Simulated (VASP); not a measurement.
# Si2Mo (fluorite type) (Fm-3m) in VASP: a series of runs

Si2Mo (fluorite type) is run at these levels: PBE; tasks: single point.

All numbers are computed with VASP 6.6.1; they aren't measurements. Logs are shortened: lines on timing, memory, paths and dates and some standing lists are left out, and cuts for length are marked.

### Step 1. The cell of the first run

Symmetry: Fm-3m, No. 225, cubic system. Conventional cell: a = 5.736 Å, b = 5.736 Å, c = 5.736 Å, α = 90.00°, β = 90.00°, γ = 90.00°. Within 3.3 Å of Mo (site symmetry m-3m) lie 8 Si at 2.48 Å. Within 3.3 Å of Si (site symmetry -43m) lie 4 Mo at 2.48 Å and 6 Si at 2.87 Å.

### Step 2. Single point, PBE (volume scaled by 0.94)

File INCAR:

```
PREC     = Accurate       # precision mode
ENCUT    = 520            # plane-wave cutoff, eV
EDIFF    = 1E-7           # SCF threshold, eV
ISMEAR   = -1             # smearing method
SIGMA    = 0.05           # smearing width, eV
LREAL    = False          # projectors in reciprocal space
LASPH    = True           # aspherical terms in the spheres
NELM     = 100            # most SCF steps
ALGO     = Normal         # electronic algorithm
ISIF     = 2              # what is computed and relaxed
LWAVE    = False          # write WAVECAR
LCHARG   = True           # write CHGCAR
GGA      = PE             # functional
LELF     = True           # ELF
LVHAR    = True         
NBANDS   = 18             # bands
```

File KPOINTS:

```
Automatic mesh
0
Gamma
  10 10 10
```

File POSCAR:

```
Si2Mo
1.0
    0.0000000000      2.8678176590      2.8678176590
    2.8678176590      0.0000000000      2.8678176590
    2.8678176590      2.8678176590      0.0000000000
Mo Si
1 2
Direct
    0.0000000000      0.0000000000      0.0000000000
    0.2500000000      0.2500000000      0.2500000000
    0.7500000000      0.7500000000      0.7500000000
```

Potentials or basis: VASP PAW PBE potentials, release 64 (Mo_sv, Si).

Launch:

```bash
$ cat potpaw_PBE.64/Mo_sv/POTCAR potpaw_PBE.64/Si/POTCAR > POTCAR
$ mpirun -np 1 vasp_std > vasp.out
```

OUTCAR:

```text
PREC = Accurate
   ENCUT = 520
   EDIFF = 1E-7
   ISMEAR = -1
   LREAL = False
   LASPH = True
   NELM = 100
   ISIF = 2
   GGA = PE

 ion  position               nearest neighbor table
   1  0.000  0.000  0.000-   3 2.48   3 2.48   3 2.48   2 2.48   3 2.48   2 2.48   2 2.48   2 2.48

   2  0.250  0.250  0.250-   1 2.48   1 2.48   1 2.48   1 2.48   3 2.87   3 2.87   3 2.87   3 2.87
                             3 2.87   3 2.87
   3  0.750  0.750  0.750-   1 2.48   1 2.48   1 2.48   1 2.48   2 2.87   2 2.87   2 2.87   2 2.87
                             2 2.87   2 2.87

  LATTYP: Found a face centered cubic cell.
 ALAT       =     5.7356353180

  Lattice vectors:

 A1 = (   0.0000000000,   2.8678176590,   2.8678176590)
 A2 = (   2.8678176590,   0.0000000000,   2.8678176590)
 A3 = (   2.8678176590,   2.8678176590,   0.0000000000)

Analysis of symmetry for initial positions (statically):
=====================================================================
 Subroutine PRICEL returns:
 Original cell was already a primitive cell.

 Routine SETGRP: Setting up the symmetry group for a
 face centered cubic supercell.

 Subroutine GETGRP returns: Found 48 space group operations
 (whereof 48 operations were pure point group operations)
 out of a pool of 48 trial point group operations.

The static configuration has the point symmetry O_h .

Analysis of symmetry for dynamics (positions and initial velocities):
=====================================================================
 Subroutine PRICEL returns:
 Original cell was already a primitive cell.

 Routine SETGRP: Setting up the symmetry group for a
 face centered cubic supercell.

 Subroutine GETGRP returns: Found 48 space group operations
 (whereof 48 operations were pure point group operations)
 out of a pool of 48 trial point group operations.

The dynamic configuration has the point symmetry O_h .

 Subroutine INISYM returns: Found 48 space group operations
 (whereof 48 operations are pure point group operations),
 and found     1 'primitive' translations

----------------------------------------------------------------------------------------

                                     Primitive cell

  volume of cell :      47.1720

  direct lattice vectors                    reciprocal lattice vectors
     0.000000000  2.867817659  2.867817659    -0.174348602  0.174348602  0.174348602
     2.867817659  0.000000000  2.867817659     0.174348602 -0.174348602  0.174348602
     2.867817659  2.867817659  0.000000000     0.174348602  0.174348602 -0.174348602

  length of vectors
     4.055706628  4.055706628  4.055706628     0.301980637  0.301980637  0.301980637

  position of ions in fractional coordinates (direct lattice)
     0.000000000  0.000000000  0.000000000
     0.250000000  0.250000000  0.250000000
     0.750000000  0.750000000  0.750000000

  ion indices of the primitive-cell ions
   primitive index   ion index
                 1           1
                 2           2
                 3           3

----------------------------------------------------------------------------------------

 KPOINTS: Automatic mesh

Automatic generation of k-mesh.
 Grid dimensions read from file:
 generate k-points for:   10   10   10

 Generating k-lattice:

  Cartesian coordinates                     Fractional coordinates (reciprocal lattice)
    -0.017434860  0.017434860  0.017434860     0.100000000  0.000000000  0.000000000
     0.017434860 -0.017434860  0.017434860     0.000000000  0.100000000  0.000000000
     0.017434860  0.017434860 -0.017434860     0.000000000  0.000000000  0.100000000

  Length of vectors
     0.030198064  0.030198064  0.030198064

  Shift w.r.t. Gamma in fractional coordinates (k-lattice)
     0.000000000  0.000000000  0.000000000

 Subroutine IBZKPT returns following result:
 ===========================================

 Found     47 irreducible k-points:

 Following reciprocal coordinates:
            Coordinates               Weight
  0.000000  0.000000  0.000000      1.000000
  0.100000  0.000000  0.000000      8.000000
  0.200000  0.000000  0.000000      8.000000
  0.300000  0.000000  0.000000      8.000000
  0.400000  0.000000  0.000000      8.000000
  0.500000  0.000000  0.000000      4.000000
[... 16 lines left out ...]
  0.300000  0.300000  0.000000      6.000000
  0.400000  0.300000  0.000000     24.000000
 [... further k-points ...]
   k-points           NKPTS =     47   k-points in BZ     NKDIM =     47   number of bands    NBANDS=     18
   number of dos      NEDOS =    301   number of ions     NIONS =      3
   total plane-waves  NPLWV =  27000
   dimension x,y,z NGX =    30 NGY =   30 NGZ =   30
   dimension x,y,z NGXF=    60 NGYF=   60 NGZF=   60
   ions per type =               1   2
   NGX,Y,Z   is equivalent  to a cutoff of  12.30, 12.30, 12.30 a.u.
   NGXF,Y,Z  is equivalent  to a cutoff of  24.59, 24.59, 24.59 a.u.
 SYSTEM =  unknown system
   PREC   = accura    normal or accurate (medium, high low for compatibility)
   ISTART =      0    job   : 0-new  1-cont  2-samecut
   ICHARG =      2    charge: 1-file 2-atom 10-const
   ISPIN  =      1    spin polarized calculation?
   LNONCOLLINEAR =      F non collinear calculations
   LSORBIT =      F    spin-orbit coupling
   LASPH  =      T    aspherical Exc in radial PAW
   ENCUT  =  520.0 eV  38.22 Ry    6.18 a.u.   7.54  7.54  7.54*2*pi/ulx,y,z
   NELM   =    100;   NELMIN=  2; NELMDL= -5     # of ELM steps
   EDIFF  = 0.1E-06   stopping-criterion for ELM
   LREAL  =      F    real-space projection
   EDIFFG = 0.1E-05   stopping-criterion for IOM
   NSW    =      0    number of steps for IOM
   IBRION =     -1    ionic relax: 0-MD 1-quasi-New 2-CG
   NFREE  =      0    steps in history (QN), initial steepest desc. (CG)
   ISIF   =      2    stress and relaxation
   ISYM   =      2    0-nonsym 1-usesym 2-fastsym
   POTIM  = 0.5000    time-step for ionic-motion
   TEBEG  =    0.0;   TEEND  =   0.0 temperature during run
   PSTRESS=    0.0 pullay stress
   NELECT =      22.0000    total number of electrons
   NUPDOWN=      -1.0000    fix difference up-down
   EMIN   =  10.00;   EMAX   =-10.00  energy-range for DOS
   EFERMI =   0.00;   METHOD = LEGACY
   ISMEAR =    -1;   SIGMA  =   0.05  broadening in eV -4-tet -1-fermi 0-gaus
   EFERMI_NEDOS =   21; number of points for ismear=-14 and -15
   IALGO  =     38    algorithm
   IMIX   =      4    mixing-type and parameters
     AMIX     =   0.40;   BMIX     =  1.00
     AMIX_MAG =   1.60;   BMIX_MAG =  1.00
  volume/ion in A,a.u.               =      15.72       106.11
  Fermi-wavevector in a.u.,A,eV,Ry     =   1.269563  2.399126 21.929731  1.611790
  Thomas-Fermi vector in A             =   2.402597
   LORBIT       =      0    0 simple, 1 ext, 2 COOP (PROOUT), +10 PAW based schemes
   GGA     = PE    functional components
   LHFCALC =     F    Hartree Fock is set to
   AEXX    =    0.0000 exact exchange contribution
   IVDW    =     0    specifies the selected vdW correction
   LEPSILON=     F    determine dielectric tensor
   LRPA    =     F    only Hartree local field effects (RPA)
 non-spin polarized calculation
  energy-cutoff  :      520.00
  volume of cell :       47.17
 maximum number of plane-waves:      1295
   NGX = 15   NGY = 15   NGZ = 15

 number of electron      21.9999998 magnetization

 Free energy of the ion-electron system (eV)
  ---------------------------------------------------
  ext. energy  EPLUGINS =         0.00000000
  ---------------------------------------------------
  free energy    TOTEN  =       -20.69499216 eV

  energy without entropy =      -20.67861159  energy(sigma->0) =      -20.68680188

 E-fermi :   9.8013     XC(G=0): -11.4334

 val. band max:        9.7834490333   @ k =   0.4000   0.3000   0.0000
 cond. band min:       9.8056966476   @ k =   0.5000   0.4000   0.1000
 fundamental gap:      0.0222476142
 Fermi energy:         9.8013021879

 k-point     1 :       0.0000    0.0000    0.0000
  band No.  band energies     occupation
      1     -50.3935      2.00000
      2     -24.6358      2.00000
      3     -24.6358      2.00000
      4     -24.6358      2.00000
      5      -2.1245      2.00000
      6       5.1325      2.00000
[... 10 lines left out ...]
     17      14.7497      0.00000
     18      16.6232      0.00000

 k-point     2 :       0.1000    0.0000    0.0000
  band No.  band energies     occupation
      1     -50.3934      2.00000
      2     -24.6409      2.00000
      3     -24.6366      2.00000
      4     -24.6366      2.00000
      5      -1.9796      2.00000
      6       4.6357      2.00000
[... 10 lines left out ...]
     17      14.3374      0.00000
     18      16.9514      0.00000

 k-point     3 :       0.2000    0.0000    0.0000
  band No.  band energies     occupation
      1     -50.3928      2.00000
      2     -24.6540      2.00000
      3     -24.6386      2.00000
      4     -24.6386      2.00000
      5      -1.5591      2.00000
      6       3.7434      2.00000
[... 10 lines left out ...]
     17      14.8862      0.00000
     18      17.5735      0.00000

 k-point     4 :       0.3000    0.0000    0.0000
  band No.  band energies     occupation
      1     -50.3920      2.00000
      2     -24.6702      2.00000
      3     -24.6410      2.00000
      4     -24.6410      2.00000
      5      -0.9098      2.00000
      6       2.8553      2.00000
[... 375 lines left out ...]
      4     -24.6410      2.00000
      5      -0.6794      2.00000
      6       2.8476      2.00000
[... 10 lines left out ...]
     17      15.9282      0.00000
     18      17.3129      0.00000

 k-point    23 :       0.3000    0.3000    0.0000
  band No.  band energies     occupation
      1     -50.3915      2.00000
      2     -24.6701      2.00000
      3     -24.6484      2.00000
      4     -24.6484      2.00000
      5      -0.4580      2.00000
      6       2.8980      2.00000
[... 10 lines left out ...]
     17      15.8985      0.00000
     18      16.9497      0.00000

 k-point    24 :       0.4000    0.3000    0.0000
  band No.  band energies     occupation
      1     -50.3910      2.00000
      2     -24.6774      2.00000
      3     -24.6524      2.00000
      4     -24.6507      2.00000
      5       0.1583      2.00000
      6       2.5494      2.00000
[... 10 lines left out ...]
     17      16.6185      0.00000
     18      16.9583      0.00000

 [... further k-points ...]

------------------------ aborting loop because EDIFF is reached ----------------------------------------

  FORCE on cell =-STRESS in cart. coord.  units (eV):
  Direction    XX          YY          ZZ          XY          YZ          ZX
  --------------------------------------------------------------------------------------
  -------------------------------------------------------------------------------------
  Total        2.8426646      2.8426646      2.8426646      0.0000000      0.0000000      0.0000000
  in kB       96.5498500     96.5498500     96.5498500      0.0000000      0.0000000      0.0000000
  external PRESSURE =      96.5498500 kB  Pullay stress =       0.0000000 kB

 VOLUME and BASIS-vectors are now :
 -----------------------------------------------------------------------------
  energy-cutoff  :      520.00
  volume of cell :       47.17
      direct lattice vectors                 reciprocal lattice vectors
     0.000000000  2.867817659  2.867817659    -0.174348602  0.174348602  0.174348602
     2.867817659  0.000000000  2.867817659     0.174348602 -0.174348602  0.174348602
     2.867817659  2.867817659  0.000000000     0.174348602  0.174348602 -0.174348602

 POSITION                                       TOTAL-FORCE (eV/Angst)
 -----------------------------------------------------------------------------------
      0.00000      0.00000      0.00000        -0.000000      0.000000      0.000000
      1.43391      1.43391      1.43391        -0.000000     -0.000000     -0.000000
      4.30173      4.30173      4.30173         0.000000      0.000000      0.000000
 -----------------------------------------------------------------------------------
    total drift:                                0.000000     -0.000000     -0.000000

  FREE ENERGIE OF THE ION-ELECTRON SYSTEM (eV)
  ---------------------------------------------------
  free  energy   TOTEN  =       -20.6949921640 eV

  energy  without entropy=      -20.6786115950  energy(sigma->0) =      -20.68680188
```

Wall time 18 s (1 thread of AMD EPYC 9R45 (Zen 5), shared host); peak memory 0.16 GiB.

Results:

```yaml
Free_energy: -20.6950 eV
Pressure: 9.7 GPa
Band_gap_on_the_k_mesh: zero (band 11 reaches 10.64 eV, above the bottom of band 12 at 9.11 eV)
```

### Step 3. Single point, PBE (volume scaled by 0.94)

File INCAR:

```
SYSTEM = Si2Mo
ALGO = Normal ; EDIFF = 1E-7
ENCUT = 520 ; GGA = PE
ISIF = 2 ; ISMEAR = -1
LASPH = .True. ; LCHARG = .False.
LREAL = .False. ; LWAVE = .False.
NBANDS = 18 ; NELM = 60
PREC = Accurate ; SIGMA = 0.05
```

File KPOINTS:

```
k-points
0
Gamma
  10 10 10
  0 0 0
```

POSCAR is that of step 2.

Potentials or basis: VASP PAW PBE potentials, release 64 (Mo_sv, Si).

Launch:

```bash
$ cat potpaw_PBE.64/Mo_sv/POTCAR potpaw_PBE.64/Si/POTCAR > POTCAR
$ mpirun -np 1 vasp_std > vasp.out
```

Run time: 17 s. Hardware: 1 thread of AMD EPYC 9R45 (Zen 5), shared host; peak memory 0.16 GiB.

Results (log left out):

- Free energy: -20.6950 eV
- Pressure: 9.7 GPa
- Band gap on the k mesh: zero (band 11 reaches 10.64 eV, above the bottom of band 12 at 9.11 eV)

Levels at points of the mesh, in eV from the Fermi level:
```
           k point  band 7  band 8  band 9  band 10  band 11  band 12  band 13  band 14  band 15  band 16
(0.00, 0.00, 0.00)   -4.67   -4.67   -1.93    -1.19    -1.19     3.93     3.93     3.93     4.95     4.95
(0.50, 0.00, 0.00)   -3.98   -3.98   -1.46    -0.48    -0.48    -0.13    -0.13     1.08     5.95     6.52
(0.50, 0.50, 0.00)   -6.51   -2.93   -2.93    -1.25    -1.25    -0.69     0.19     4.99     6.02     6.83
```
